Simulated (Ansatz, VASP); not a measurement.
**CoSi2: VASP beside Ansatz**

Contents of INCAR:

```
  PREC = Accurate
  ENCUT = 520
  EDIFF = 1E-6
  ISMEAR = 0
  SIGMA = 0.1
  LREAL = False
  LASPH = True
  NELM = 100
  ALGO = Normal
  ISIF = 2
  LWAVE = False
  LCHARG = False
  GGA = PE
  NBANDS = 16
```

File KPOINTS:

```
Automatic mesh
0
Gamma
  14 14 14
```

Contents of POSCAR:

```
CoSi2
1.0
    0.0000000000      2.6799390440      2.6799390440
    2.6799390440      0.0000000000      2.6799390440
    2.6799390440      2.6799390440      0.0000000000
Co Si
1 2
Direct
    0.0000000000      0.0000000000      0.0000000000
    0.2500000000      0.2500000000      0.2500000000
    0.7500000000      0.7500000000      0.7500000000
```

Input for Ansatz:

```yaml
crystal:
  lattice:
    - [0.0, 2.679939044, 2.679939044]
    - [2.679939044, 0.0, 2.679939044]
    - [2.679939044, 2.679939044, 0.0]
  atoms:
    - { symbol: Co, position: [0.0, 0.0, 0.0] }
    - { symbol: Si, position: [0.25, 0.25, 0.25] }
    - { symbol: Si, position: [0.75, 0.75, 0.75] }
basis:
  ecutwfc: 420
kpoints:
  mp_grid: { grid: [14, 14, 14] }
  band_path:
    path:
      - [[0.0, 0.0, 0.0], [0.5, 0.0, 0.5], [0.625, 0.25, 0.625]]
      - [[0.375, 0.375, 0.75], [0.0, 0.0, 0.0], [0.5, 0.5, 0.5], [0.5, 0.25, 0.75], [0.5, 0.0, 0.5]]
    npoints: 14
hamiltonian:
  xc: pbe
scf:
  occupations: { method: gaussian, width: 0.1 }
  n_extra_bands: 7
output:
  forces: true
  stress: true
  eigenvalues: true
  populations: true
  dos: { projected: true, de: 0.02, nscf_kmesh: { grid: [17, 17, 17] } }
  bader: true
  write_density: true
  write_potential: true
  elf: true
  volumetric_format: npy
```

Alike in both runs: task single point; functional PBE; k mesh 14 × 14 × 14; occupations gaussian, width 0.1 eV; no spin polarisation.

|  | VASP | Ansatz |
| --- | --- | --- |
| version | VASP 6.6.1 | Ansatz 0.2.0 |
| potentials or method | VASP PAW PBE potentials, release 64 (Co, Si), cutoff 520 eV | scalar-relativistic, plane waves, PAW |
| valence electrons in the cell | 17 | 25 |

|  | VASP | Ansatz | Ansatz less VASP |
| --- | --- | --- | --- |
| gap on the k mesh at the Fermi level (eV) | none | none | - |
| pressure (GPa) | -0.2 | 0.0 | +0.23 |

A gap of «none» marks a metal or a gap that the smearing closes. VASP's potentials hold 17 valence electrons a cell and Ansatz's 25, so a difference there can come from the potentials and not from the codes.
